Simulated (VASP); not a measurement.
Here is a VASP 6.6.1 calculation.

The input INCAR:

```
SYSTEM = Tl5Ir
PREC = Accurate
ENCUT = 520
EDIFF = 1E-7
ISMEAR = 0
SIGMA = 0.1
LREAL = .False.
LASPH = .True.
NELM = 100
ALGO = Fast
ISIF = 2
LWAVE = .False.
LCHARG = .True.
GGA = PE
LELF = .True.
LVHAR = .True.
NBANDS = 46
```

Contents of KPOINTS:

```
regular mesh
0
Gamma
  12 12 4
  0 0 0
```

File POSCAR:

```
Tl5Ir
1.0
    3.4557599862      0.0000000000      0.0000000000
   -1.7278799931      2.9927759374      0.0000000000
    0.0000000000      0.0000000000     15.7354975073
Tl Ir
5 1
Direct
    0.3333333333      0.6666666667      0.1279572681
    0.6666666667      0.3333333333      0.3091727115
    0.3333333333      0.6666666667      0.5000000000
    0.6666666667      0.3333333333      0.6908272885
    0.3333333333      0.6666666667      0.8720427319
    0.0000000000      0.0000000000      0.0000000000
```

Potentials or basis: VASP PAW PBE potentials, release 64 (Tl_d, Ir).

The run is started by

```console
$ cat potpaw_PBE.64/Tl_d/POTCAR potpaw_PBE.64/Ir/POTCAR > POTCAR
$ mpirun -np 1 vasp_std > vasp.out
```

Estimate the pressure.

0.0 GPa.

Predict the largest force.

0.011 eV/Å.

Forces on the atoms (eV/Å):
```
Tl   0.000  0.000  0.011
Tl   0.000  0.000  0.001
Tl   0.000  0.000  0.000
Tl   0.000  0.000 -0.001
Tl   0.000  0.000 -0.011
Ir   0.000  0.000  0.000
```
